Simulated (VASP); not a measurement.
Write the native input for VASP 6.6.1 that does the following.

```yaml
Task: single point
Functional: PBEsol
Potentials_or_basis: VASP PAW PBE potentials, release 64 (Te)
Cutoff: 520 eV
k_mesh: 15 × 15 × 15
Occupations: gaussian, width 0.15 eV
Spin: no spin polarisation
Dipole_correction: no
Further_INCAR_settings: ALGO = Normal; EDIFF = 1e-06; NBANDS = 9
```

The structure of Te lies in POSCAR:

```
Te
1.0
    2.2296317181      1.2872784727      1.7138435806
   -2.2296317181      1.2872784727      1.7138435806
    0.0000000000     -2.5745569452      1.7138435807
Te
1
Direct
    0.5000000000      0.5000000000      0.5000000000
```

One way to write it, as run:

INCAR

```
PREC = Accurate
ENCUT = 520
EDIFF = 1E-6
ISMEAR = 0
SIGMA = 0.15
LREAL = False
LASPH = True
NELM = 80
ALGO = Normal
ISIF = 2
LWAVE = False
LCHARG = False
GGA = PS
NBANDS = 9
```

KPOINTS

```
regular mesh
0
Gamma
  15 15 15
```

Potentials or basis: VASP PAW PBE potentials, release 64 (Te).

Run with:

```console
$ cat potpaw_PBE.64/Te/POTCAR > POTCAR
$ mpirun -np 1 vasp_std > vasp.out
```

It gave:

- Pressure: 3.6 GPa
- Band gap on the k mesh: zero (bands 3 and 4 overlap by 5.71 eV)

Caveat: the cell stands under pressure; the PAW data sets were made with another functional, which shifts forces and pressure a little; spin-orbit coupling is left out, which moves the levels of the heavy elements.

Run time: 52 s on 1 thread of Intel Xeon 8259CL, on a shared host, peak memory 0.2 GiB.
